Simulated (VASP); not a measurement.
# TePb (a.eB) in VASP: further runs

The runs below take TePb (a.eB) through single point, with PBEsol.

Program: VASP 6.6.1. These are calculated values, not measurements. Logs are shortened: lines on timing, memory, paths and dates and some standing lists are left out, and cuts for length are marked.

## 1. The cell of the first run

It takes space group Fm-3m (No. 225, cubic). The conventional cell has a = 6.443 Å, b = 6.443 Å, c = 6.443 Å, α = 90.00°, β = 90.00°, γ = 90.00°. Within 4.2 Å of Pb (site symmetry m-3m) lie 6 Te at 3.22 Å. Te (site symmetry m-3m) has 6 Pb at 3.22 Å within 4.2 Å.

## 2. Single point, PBEsol

Contents of INCAR:

```
SYSTEM = TePb
PREC     = Accurate       ! precision mode
ENCUT    = 500            ! plane-wave cutoff, eV
EDIFF    = 1E-6           ! SCF threshold, eV
ISMEAR   = 0              ! smearing method
SIGMA    = 0.1            ! smearing width, eV
LREAL    = .FALSE.        ! projectors in reciprocal space
LASPH    = .TRUE.         ! aspherical terms in the spheres
NELM     = 120            ! most SCF steps
ALGO     = Normal         ! electronic algorithm
ISIF     = 2              ! what is computed and relaxed
LWAVE    = .FALSE.        ! write WAVECAR
LCHARG   = .FALSE.        ! write CHGCAR
GGA      = PS             ! functional
NBANDS   = 28             ! bands
GGA_COMPAT= .FALSE.
```

Contents of KPOINTS:

```
regular mesh
0
G
  4 4 4
  0 0 0
```

Contents of POSCAR:

```
TePb
1.0
    4.5561819061      0.0000000000      0.0000000000
    0.0000000000      4.5561819061      0.0000000000
    0.0000000000      0.0000000000      6.4434142455
Pb Te
2 2
Direct
    0.0000000000      0.0000000000      0.0000000000
    0.5000000000      0.5000000000      0.5000000000
    0.5000000000      0.5000000000      0.0000000000
    0.0000000000      0.0000000000      0.5000000000
```

Potentials or basis: VASP PAW PBE potentials, release 64 (Pb_d, Te).

Started as:

```bash
> cat potpaw_PBE.64/Pb_d/POTCAR potpaw_PBE.64/Te/POTCAR > POTCAR
> mpirun -np 1 vasp_std > vasp.out
```

OUTCAR:

```text
SYSTEM = TePb
   PREC = Accurate
   ENCUT = 500
   EDIFF = 1E-6
   ISMEAR = 0
   LREAL = .FALSE.
   LASPH = .TRUE.
   NELM = 120
   ISIF = 2
   GGA = PS

 ion  position               nearest neighbor table
   1  0.000  0.000  0.000-   3 3.22   3 3.22   3 3.22   3 3.22   4 3.22   4 3.22
   2  0.500  0.500  0.500-   4 3.22   4 3.22   4 3.22   4 3.22   3 3.22   3 3.22
   3  0.500  0.500  0.000-   1 3.22   1 3.22   1 3.22   1 3.22   2 3.22   2 3.22
   4  0.000  0.000  0.500-   2 3.22   2 3.22   2 3.22   2 3.22   1 3.22   1 3.22

  LATTYP: Found a simple tetragonal cell.
 ALAT       =     4.5561819061
 C/A-ratio  =     1.4142135626

  Lattice vectors:

 A1 = (   4.5561819061,   0.0000000000,   0.0000000000)
 A2 = (   0.0000000000,   4.5561819061,   0.0000000000)
 A3 = (   0.0000000000,   0.0000000000,   6.4434142455)

Analysis of symmetry for initial positions (statically):
=====================================================================
 Subroutine PRICEL returns following result:

  LATTYP: Found a face centered cubic cell.
 ALAT       =     6.4434142449

  Lattice vectors:

 A1 = (  -2.2780909530,  -2.2780909530,  -3.2217071227)
 A2 = (   2.2780909530,  -2.2780909530,  -3.2217071227)
 A3 = (   0.0000000000,  -4.5561819061,   0.0000000000)

   2 primitive cells build up your supercell.

 Routine SETGRP: Setting up the symmetry group for a
 simple tetragonal supercell.

 Subroutine GETGRP returns: Found 16 space group operations
 (whereof 16 operations were pure point group operations)
 out of a pool of 16 trial point group operations.

The static configuration has the point symmetry D_4h.

Analysis of symmetry for dynamics (positions and initial velocities):
=====================================================================
 Subroutine PRICEL returns following result:

  LATTYP: Found a face centered cubic cell.
 ALAT       =     6.4434142449

  Lattice vectors:

 A1 = (  -2.2780909530,  -2.2780909530,  -3.2217071227)
 A2 = (   2.2780909530,  -2.2780909530,  -3.2217071227)
 A3 = (   0.0000000000,  -4.5561819061,   0.0000000000)

   2 primitive cells build up your supercell.

 Routine SETGRP: Setting up the symmetry group for a
 simple tetragonal supercell.

 Subroutine GETGRP returns: Found 16 space group operations
 (whereof 16 operations were pure point group operations)
 out of a pool of 16 trial point group operations.

The dynamic configuration has the point symmetry D_4h.

 Subroutine INISYM returns: Found 16 space group operations
 (whereof 16 operations are pure point group operations),
 and found     2 'primitive' translations

----------------------------------------------------------------------------------------

                                     Primitive cell

  volume of cell :      66.8788

  direct lattice vectors                    reciprocal lattice vectors
    -2.278090953 -2.278090953 -3.221707123    -0.219482018  0.000000000 -0.155197223
     2.278090953 -2.278090953 -3.221707123     0.219482018  0.000000000 -0.155197223
     0.000000000 -4.556181906  0.000000000     0.000000000 -0.219482018  0.155197223

  length of vectors
     4.556181907  4.556181907  4.556181906     0.268809476  0.268809476  0.268809476

  position of ions in fractional coordinates (direct lattice)
     0.000000000  0.000000000  0.000000000
     0.500000000  0.500000000  0.500000000

  ion indices of the primitive-cell ions
   primitive index   ion index
                 1           1
                 2           4

----------------------------------------------------------------------------------------

 KPOINTS: regular mesh

Automatic generation of k-mesh.
 Grid dimensions read from file:
 generate k-points for:    4    4    4

 Generating k-lattice:

  Cartesian coordinates                     Fractional coordinates (reciprocal lattice)
     0.054870505  0.000000000  0.000000000     0.250000000  0.000000000  0.000000000
     0.000000000  0.054870505  0.000000000     0.000000000  0.250000000  0.000000000
     0.000000000  0.000000000  0.038799306     0.000000000  0.000000000  0.250000000

  Length of vectors
     0.054870505  0.054870505  0.038799306

  Shift w.r.t. Gamma in fractional coordinates (k-lattice)
     0.000000000  0.000000000  0.000000000

 Subroutine IBZKPT returns following result:
 ===========================================

 Found     18 irreducible k-points:

 Following reciprocal coordinates:
            Coordinates               Weight
  0.000000  0.000000  0.000000      1.000000
  0.250000  0.000000  0.000000      4.000000
  0.500000  0.000000  0.000000      2.000000
  0.250000  0.250000  0.000000      4.000000
  0.500000  0.250000  0.000000      4.000000
  0.500000  0.500000  0.000000      1.000000
[... 10 lines left out ...]
  0.500000  0.250000  0.500000      4.000000
  0.500000  0.500000  0.500000      1.000000
   k-points           NKPTS =     18   k-points in BZ     NKDIM =     18   number of bands    NBANDS=     28
   number of dos      NEDOS =    301   number of ions     NIONS =      4
   total plane-waves  NPLWV =  62208
   dimension x,y,z NGX =    36 NGY =   36 NGZ =   48
   dimension x,y,z NGXF=    72 NGYF=   72 NGZF=   96
   ions per type =               2   2
   NGX,Y,Z   is equivalent  to a cutoff of  13.14, 13.14, 12.38 a.u.
   NGXF,Y,Z  is equivalent  to a cutoff of  26.27, 26.27, 24.77 a.u.
 SYSTEM =  TePb
   PREC   = accura    normal or accurate (medium, high low for compatibility)
   ISTART =      0    job   : 0-new  1-cont  2-samecut
   ICHARG =      2    charge: 1-file 2-atom 10-const
   ISPIN  =      1    spin polarized calculation?
   LNONCOLLINEAR =      F non collinear calculations
   LSORBIT =      F    spin-orbit coupling
   LASPH  =      T    aspherical Exc in radial PAW
   ENCUT  =  500.0 eV  36.75 Ry    6.06 a.u.   8.31  8.31 11.75*2*pi/ulx,y,z
   NELM   =    120;   NELMIN=  2; NELMDL= -5     # of ELM steps
   EDIFF  = 0.1E-05   stopping-criterion for ELM
   LREAL  =      F    real-space projection
   EDIFFG = 0.1E-04   stopping-criterion for IOM
   NSW    =      0    number of steps for IOM
   IBRION =     -1    ionic relax: 0-MD 1-quasi-New 2-CG
   NFREE  =      0    steps in history (QN), initial steepest desc. (CG)
   ISIF   =      2    stress and relaxation
   ISYM   =      2    0-nonsym 1-usesym 2-fastsym
   POTIM  = 0.5000    time-step for ionic-motion
   TEBEG  =    0.0;   TEEND  =   0.0 temperature during run
   PSTRESS=    0.0 pullay stress
   NELECT =      40.0000    total number of electrons
   NUPDOWN=      -1.0000    fix difference up-down
   EMIN   =  10.00;   EMAX   =-10.00  energy-range for DOS
   EFERMI =   0.00;   METHOD = LEGACY
   ISMEAR =     0;   SIGMA  =   0.10  broadening in eV -4-tet -1-fermi 0-gaus
   EFERMI_NEDOS =   21; number of points for ismear=-14 and -15
   IALGO  =     38    algorithm
   IMIX   =      4    mixing-type and parameters
     AMIX     =   0.40;   BMIX     =  1.00
     AMIX_MAG =   1.60;   BMIX_MAG =  1.00
  volume/ion in A,a.u.               =      33.44       225.66
  Fermi-wavevector in a.u.,A,eV,Ry     =   1.094768  2.068812 16.306814  1.198517
  Thomas-Fermi vector in A             =   2.231079
   LORBIT       =      0    0 simple, 1 ext, 2 COOP (PROOUT), +10 PAW based schemes
   GGA     = PS    functional components
   LHFCALC =     F    Hartree Fock is set to
   AEXX    =    0.0000 exact exchange contribution
   IVDW    =     0    specifies the selected vdW correction
   LEPSILON=     F    determine dielectric tensor
   LRPA    =     F    only Hartree local field effects (RPA)
 non-spin polarized calculation
 Gauss-broadening in eV      SIGMA  =   0.10
  energy-cutoff  :      500.00
  volume of cell :      133.76
 maximum number of plane-waves:      3448
 NGX is ok and might be reduce to    36
   NGX = 17   NGY = 17   NGZ = 23

 number of electron      40.0000019 magnetization

 Free energy of the ion-electron system (eV)
  ---------------------------------------------------
  ext. energy  EPLUGINS =         0.00000000
  ---------------------------------------------------
  free energy    TOTEN  =       -16.50504334 eV

  energy without entropy =      -16.50504315  energy(sigma->0) =      -16.50504324

 E-fermi :   5.8959     XC(G=0):  -9.5108

 val. band max:        5.5707837807   @ k =   0.5000   0.0000   0.5000
 cond. band min:       6.2209736020   @ k =   0.5000   0.0000   0.5000
 fundamental gap:      0.6501898213
 Fermi energy:         5.8958794853

 k-point     1 :       0.0000    0.0000    0.0000
  band No.  band energies     occupation
      1     -11.1426      2.00000
      2     -11.0755      2.00000
      3     -11.0748      2.00000
      4     -11.0735      2.00000
      5     -11.0637      2.00000
      6     -11.0637      2.00000
[... 20 lines left out ...]
     27      11.3089      0.00000
     28      11.3096      0.00000

 k-point     2 :       0.2500    0.0000    0.0000
  band No.  band energies     occupation
      1     -11.1253      2.00000
      2     -11.0817      2.00000
      3     -11.0788      2.00000
      4     -11.0734      2.00000
      5     -11.0638      2.00000
      6     -11.0631      2.00000
[... 20 lines left out ...]
     27      11.1525      0.00000
     28      11.5179      0.00000

 k-point     3 :       0.5000    0.0000    0.0000
  band No.  band energies     occupation
      1     -11.0961      2.00000
      2     -11.0961      2.00000
      3     -11.0862      2.00000
      4     -11.0862      2.00000
      5     -11.0568      2.00000
      6     -11.0568      2.00000
[... 20 lines left out ...]
     27      12.3754      0.00000
     28      12.3755      0.00000

 k-point     4 :       0.2500    0.2500    0.0000
  band No.  band energies     occupation
      1     -11.1227      2.00000
      2     -11.1026      2.00000
      3     -11.0768      2.00000
      4     -11.0694      2.00000
      5     -11.0690      2.00000
      6     -11.0559      2.00000
[... 20 lines left out ...]
     27      10.7469      0.00000
     28      12.4073      0.00000

 k-point     5 :       0.5000    0.2500    0.0000
  band No.  band energies     occupation
      1     -11.1220      2.00000
      2     -11.1220      2.00000
      3     -11.0716      2.00000
      4     -11.0716      2.00000
      5     -11.0678      2.00000
      6     -11.0678      2.00000
[... 20 lines left out ...]
     27      11.0633      0.00000
     28      11.0633      0.00000

 k-point     6 :       0.5000    0.5000    0.0000
  band No.  band energies     occupation
      1     -11.1421      2.00000
      2     -11.1421      2.00000
      3     -11.0744      2.00000
      4     -11.0744      2.00000
      5     -11.0635      2.00000
      6     -11.0635      2.00000
[... 277 lines left out ...]
      5     -11.0612      2.00000
      6     -11.0612      2.00000
[... 20 lines left out ...]
     27      13.8678      0.00000
     28      13.8678      0.00000

 k-point    16 :       0.2500    0.2500    0.5000
  band No.  band energies     occupation
      1     -11.0956      2.00000
      2     -11.0956      2.00000
      3     -11.0867      2.00000
      4     -11.0867      2.00000
      5     -11.0564      2.00000
      6     -11.0564      2.00000
[... 20 lines left out ...]
     27      12.3754      0.00000
     28      12.3754      0.00000

 k-point    17 :       0.5000    0.2500    0.5000
  band No.  band energies     occupation
      1     -11.1060      2.00000
      2     -11.1060      2.00000
      3     -11.0838      2.00000
      4     -11.0838      2.00000
      5     -11.0572      2.00000
      6     -11.0572      2.00000
[... 20 lines left out ...]
     27      12.3224      0.00000
     28      12.3224      0.00000

 k-point    18 :       0.5000    0.5000    0.5000
  band No.  band energies     occupation
      1     -11.1222      2.00000
      2     -11.1222      2.00000
      3     -11.0773      2.00000
      4     -11.0773      2.00000
      5     -11.0559      2.00000
      6     -11.0559      2.00000
[... 20 lines left out ...]
     27      12.4074      0.00000
     28      12.4074      0.00000

------------------------ aborting loop because EDIFF is reached ----------------------------------------

  FORCE on cell =-STRESS in cart. coord.  units (eV):
  Direction    XX          YY          ZZ          XY          YZ          ZX
  --------------------------------------------------------------------------------------
  -------------------------------------------------------------------------------------
  Total       -0.0429119     -0.0429119     -0.0833919      0.0000000      0.0000000      0.0000000
  in kB       -0.5140081     -0.5140081     -0.9988872      0.0000000      0.0000000      0.0000000
  external PRESSURE =      -0.6756345 kB  Pullay stress =       0.0000000 kB

 VOLUME and BASIS-vectors are now :
 -----------------------------------------------------------------------------
  energy-cutoff  :      500.00
  volume of cell :      133.76
      direct lattice vectors                 reciprocal lattice vectors
     4.556181906  0.000000000  0.000000000     0.219482018  0.000000000  0.000000000
     0.000000000  4.556181906  0.000000000     0.000000000  0.219482018  0.000000000
     0.000000000  0.000000000  6.443414245     0.000000000  0.000000000  0.155197223

 POSITION                                       TOTAL-FORCE (eV/Angst)
 -----------------------------------------------------------------------------------
      0.00000      0.00000      0.00000        -0.000000     -0.000000      0.000000
      2.27809      2.27809      3.22171         0.000000      0.000000     -0.000000
      2.27809      2.27809      0.00000        -0.000000     -0.000000      0.000000
      0.00000      0.00000      3.22171        -0.000000     -0.000000      0.000000
 -----------------------------------------------------------------------------------
    total drift:                                0.000000      0.000000      0.000000

  FREE ENERGIE OF THE ION-ELECTRON SYSTEM (eV)
  ---------------------------------------------------
  free  energy   TOTEN  =       -16.5050433351 eV

  energy  without entropy=      -16.5050431538  energy(sigma->0) =      -16.50504324
```

Run time: 89 s. Hardware: 1 thread of Intel Xeon 8259CL, shared host; peak memory 0.26 GiB.

What came out:

```
Free energy            : -16.5050 eV
Pressure               : -0.1 GPa
Band gap on the k mesh : 0.65 eV
```

Levels at points of the mesh, in eV from the valence-band top:
| k point | band 17 | band 18 | band 19 | band 20 | band 21 | band 22 | band 23 | band 24 |
| --- | --- | --- | --- | --- | --- | --- | --- | --- |
| (0.00, 0.00, 0.00) | -2.85 | -1.37 | -1.37 | -1.37 | 3.17 | 4.07 | 4.07 | 4.07 |
| (0.50, 0.00, 0.00) | -1.10 | -1.10 | -0.65 | -0.65 | 1.64 | 1.64 | 1.75 | 1.75 |
| (0.50, 0.50, 0.00) | -2.85 | -2.85 | -2.85 | -2.85 | 3.17 | 3.17 | 5.49 | 5.49 |
| (0.00, 0.00, 0.50) | -2.20 | -2.20 | -1.44 | -1.44 | 2.59 | 2.59 | 3.95 | 3.95 |
| (0.50, 0.00, 0.50) | -0.90 | -0.90 | 0.00 | 0.00 | 0.65 | 0.65 | 1.22 | 1.22 |
| (0.50, 0.50, 0.50) | -3.86 | -3.86 | -0.35 | -0.35 | 1.63 | 1.63 | 5.18 | 5.18 |

Caveat: the PAW data sets were made with another functional, which shifts forces and pressure a little; spin-orbit coupling is left out, which moves the levels of the heavy elements. A k mesh can miss the band edges.

## 3. Single point, PBEsol

Contents of INCAR:

```
SYSTEM = TePb
PREC = Accurate
ENCUT = 500
EDIFF = 1E-6
ISMEAR = 0
SIGMA = 0.02
LREAL = .FALSE.
LASPH = .TRUE.
NELM = 120
ALGO = Normal
ISIF = 2
LWAVE = .FALSE.
LCHARG = .FALSE.
GGA = PS
NBANDS = 28
GGA_COMPAT = .FALSE.
```

Contents of KPOINTS:

```
Automatic mesh
0
G
  6 6 4
  0 0 0
```

Changes to POSCAR since step 2:

```diff
@@ -4,3 +4,3 @@
     0.0000000000      4.5561819061      0.0000000000
-    0.0000000000      0.0000000000      6.4434142455
+    0.0000000000      0.0000000000      6.4540609002
 Pb Te
```

Potentials or basis: VASP PAW PBE potentials, release 64 (Pb_d, Te).

Started as:

```bash
> cat potpaw_PBE.64/Pb_d/POTCAR potpaw_PBE.64/Te/POTCAR > POTCAR
> mpirun -np 1 vasp_std > vasp.out
```

It took 2.8 min on 1 thread of Intel Xeon 8259CL, shared host; peak memory 0.29 GiB.

It converged, with:

```
Free energy            : -16.5142 eV
Pressure               : -0.1 GPa
Band gap on the k mesh : 0.65 eV
```

Stress tensor (GPa, compression positive):
```
-0.16  0.00  0.00
 0.00 -0.16  0.00
 0.00  0.00 -0.05
```

Levels at points of the mesh, in eV from the valence-band top:
```tsv
k point	band 16	band 17	band 18	band 19	band 20	band 21	band 22	band 23	band 24	band 25
(0.00, 0.00, 0.00)	-2.84	-2.84	-1.37	-1.37	-1.35	3.18	4.04	4.08	4.08	5.49
(0.50, 0.00, 0.00)	-3.14	-1.09	-1.09	-0.64	-0.64	1.64	1.64	1.76	1.76	4.62
(0.50, 0.50, 0.00)	-4.58	-2.85	-2.85	-2.84	-2.84	3.18	3.18	5.46	5.46	5.51
(0.00, 0.00, 0.50)	-2.19	-2.19	-2.19	-1.45	-1.45	2.58	2.58	3.96	3.96	4.51
(0.50, 0.00, 0.50)	-0.90	-0.89	-0.89	0.00	0.00	0.65	0.65	1.22	1.22	1.23
(0.50, 0.50, 0.50)	-3.86	-3.86	-3.86	-0.36	-0.36	1.62	1.62	5.18	5.18	5.18
```

Caveat: the PAW data sets were made with another functional, which shifts forces and pressure a little; spin-orbit coupling is left out, which moves the levels of the heavy elements. A k mesh can miss the band edges.

## 4. Single point, PBEsol

Contents of INCAR:

```
PREC = Accurate
ENCUT = 500
EDIFF = 1E-6
ISMEAR = 0
SIGMA = 0.02
LREAL = F
LASPH = T
NELM = 120
ALGO = Normal
ISIF = 2
LWAVE = F
LCHARG = T
GGA = PS
LELF = T
LVHAR = T
NBANDS = 28
GGA_COMPAT = F
```

Contents of KPOINTS:

```
regular mesh
0
Gamma
  6 6 4
```

Changes to POSCAR since step 3:

```diff
@@ -4,3 +4,3 @@
     0.0000000000      4.5561819061      0.0000000000
-    0.0000000000      0.0000000000      6.4540609002
+    0.0000000000      0.0000000000      6.4434142455
 Pb Te
```

Started as:

```bash
> cat potpaw_PBE.64/Pb_d/POTCAR potpaw_PBE.64/Te/POTCAR > POTCAR
> mpirun -np 1 vasp_std > vasp.out
```

Run time: 2.5 min. Hardware: 1 thread of Intel Xeon 8259CL, shared host; peak memory 0.29 GiB.

The run converged. Its results:

```
Free energy            : -16.5140 eV
Pressure               : -0.1 GPa
Band gap on the k mesh : 0.65 eV
```

Levels at points of the mesh, in eV from the valence-band top:
| k point | band 18 | band 19 | band 20 | band 21 | band 22 | band 23 |
| --- | --- | --- | --- | --- | --- | --- |
| (0.00, 0.00, 0.00) | -1.37 | -1.37 | -1.37 | 3.17 | 4.07 | 4.07 |
| (0.50, 0.00, 0.00) | -1.10 | -0.65 | -0.65 | 1.65 | 1.65 | 1.75 |
| (0.50, 0.50, 0.00) | -2.86 | -2.85 | -2.85 | 3.17 | 3.17 | 5.49 |
| (0.00, 0.00, 0.50) | -2.20 | -1.45 | -1.45 | 2.59 | 2.59 | 3.95 |
| (0.50, 0.00, 0.50) | -0.90 | 0.00 | 0.00 | 0.65 | 0.65 | 1.22 |
| (0.50, 0.50, 0.50) | -3.86 | -0.36 | -0.36 | 1.63 | 1.63 | 5.18 |

Caveat: the PAW data sets were made with another functional, which shifts forces and pressure a little; spin-orbit coupling is left out, which moves the levels of the heavy elements.

## 5. Overview

```csv
cell,k mesh,smearing,gap on the mesh (eV),pressure (GPa)
"a = 4.556, b = 4.556, c = 6.443 Å, 4 atoms",4 × 4 × 4,gaussian 0.1 eV,0.65,-0.1
"a = 4.556, b = 4.556, c = 6.454 Å, 4 atoms",6 × 6 × 4,gaussian 0.02 eV,0.65,-0.1
"a = 4.556, b = 4.556, c = 6.443 Å, 4 atoms",6 × 6 × 4,gaussian 0.02 eV,0.65,-0.1
```

Alike in all rows: task single point; level PBEsol; potentials or basis VASP PAW PBE potentials, release 64 (Pb_d, Te); no spin polarisation; cutoff (eV) 500.

Caveats: the PAW data sets were made with another functional, which shifts forces and pressure a little; spin-orbit coupling is left out, which moves the levels of the heavy elements.

Absolute energies hang on the potentials; compare differences alone.
